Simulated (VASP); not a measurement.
Input of a VASP 6.6.1 run:

Contents of INCAR:

```
ALGO = Fast
EDIFF = 1E-7
ENCUT = 520
GGA = PS
ISIF = 2
ISMEAR = 0
LASPH = T
LCHARG = F
LREAL = F
LWAVE = F
NBANDS = 17
NELM = 60
PREC = Accurate
SIGMA = 0.15
```

KPOINTS

```
k-points
0
Gamma
  18 18 10
```

Contents of POSCAR:

```
Hf
1.0
    3.1007975685      0.0000000000      0.0000000000
   -1.5503987842      2.6853694663      0.0000000000
    0.0000000000      0.0000000000      5.1336670000
Hf
2
Direct
    0.3333333333      0.6666666667      0.2500000000
    0.6666666667      0.3333333333      0.7500000000
```

Potentials or basis: VASP PAW PBE potentials, release 64 (Hf_pv).

Command:

```bash
$ cat potpaw_PBE.64/Hf_pv/POTCAR > POTCAR
$ mpirun -np 1 vasp_std > vasp.out
```

Problem. What does it give for the band gap on the k mesh?

Solution. Zero (band 10 reaches 6.09 eV, above the bottom of band 11 at 4.69 eV).

Problem. Estimate the pressure.

Solution. 0.8 GPa.

Stress tensor (GPa, compression positive):
```
 2.68  0.00  0.00
 0.00  2.68  0.00
 0.00  0.00 -3.04
```

Caveat: the cell differs from its parent crystal (strain -0.030 along x and y, +0.015 along z); the PAW data sets were made with another functional, which shifts forces and pressure a little; spin-orbit coupling is left out, which moves the levels of the heavy elements.
